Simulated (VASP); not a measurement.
A run of VASP 6.6.1 is set up as follows.

File INCAR:

```
ALGO = Normal ; EDIFF = 1E-6
ENCUT = 520 ; GGA = PE
ISIF = 2 ; ISMEAR = 0
LASPH = True ; LCHARG = False
LREAL = False ; LWAVE = False
NBANDS = 42 ; NELM = 80
PREC = Accurate ; SIGMA = 0.1
```

The input KPOINTS:

```
k-points
0
Gamma
  4 4 4
```

The input POSCAR:

```
TaGe4
1.0
    5.0377561464      0.0000000000      0.0000000000
    0.0000000000      5.0377561464      0.0000000000
    0.0000000000      0.0000000000      5.0377561464
Ta Ge
1 4
Direct
    0.5000000000      0.5000000000      0.5000000000
    0.0000000000      0.0000000000      0.0000000000
    0.5000000000      0.5000000000      0.0000000000
    0.5000000000      0.0000000000      0.5000000000
    0.0000000000      0.5000000000      0.5000000000
```

Potentials or basis: VASP PAW PBE potentials, release 64 (Ta_pv, Ge_d).

The run is started by

```bash
$ cat potpaw_PBE.64/Ta_pv/POTCAR potpaw_PBE.64/Ge_d/POTCAR > POTCAR
$ mpirun -np 1 vasp_std > vasp.out
```

(1) Estimate the pressure.

Results:

(1) 0.1 GPa.
